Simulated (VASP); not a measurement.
Here is a VASP 6.6.1 calculation.

The input INCAR:

```
SYSTEM = Mg3Ti
PREC     = Accurate       ! precision mode
ENCUT    = 520            ! plane-wave cutoff, eV
EDIFF    = 1E-6           ! SCF threshold, eV
ISMEAR   = -1             ! smearing method
SIGMA    = 0.05           ! smearing width, eV
LREAL    = .FALSE.        ! projectors in reciprocal space
LASPH    = .TRUE.         ! aspherical terms in the spheres
NELM     = 60             ! most SCF steps
ALGO     = Normal         ! electronic algorithm
ISIF     = 2              ! what is computed and relaxed
LWAVE    = .FALSE.        ! write WAVECAR
LCHARG   = .FALSE.        ! write CHGCAR
GGA      = PE             ! functional
NBANDS   = 17             ! bands
```

The input KPOINTS:

```
Automatic mesh
0
G
  9 9 9
  0 0 0
```

POSCAR

```
Mg3Ti
1.0
   -2.2299334530      2.2299334530      4.4351792509
    2.2299334530     -2.2299334530      4.4351792509
    2.2299334530      2.2299334530     -4.4351792509
Ti Mg
1 3
Direct
    0.0000000000      0.0000000000      0.0000000000
    0.7500000000      0.2500000000      0.5000000000
    0.2500000000      0.7500000000      0.5000000000
    0.5000000000      0.5000000000      0.0000000000
```

Potentials or basis: VASP PAW PBE potentials, release 64 (Ti_sv, Mg).

Launch:

```bash
$ cat potpaw_PBE.64/Ti_sv/POTCAR potpaw_PBE.64/Mg/POTCAR > POTCAR
$ mpirun -np 1 vasp_std > vasp.out
```

Q: Predict the pressure.

A: -2.4 GPa.

Q: Predict the band gap on the k mesh.

A: Zero (band 9 reaches 3.77 eV, above the bottom of band 10 at 2.68 eV).

Stress tensor (GPa, compression positive):
```
-2.16  0.00  0.00
 0.00 -2.16  0.00
 0.00  0.00 -2.88
```
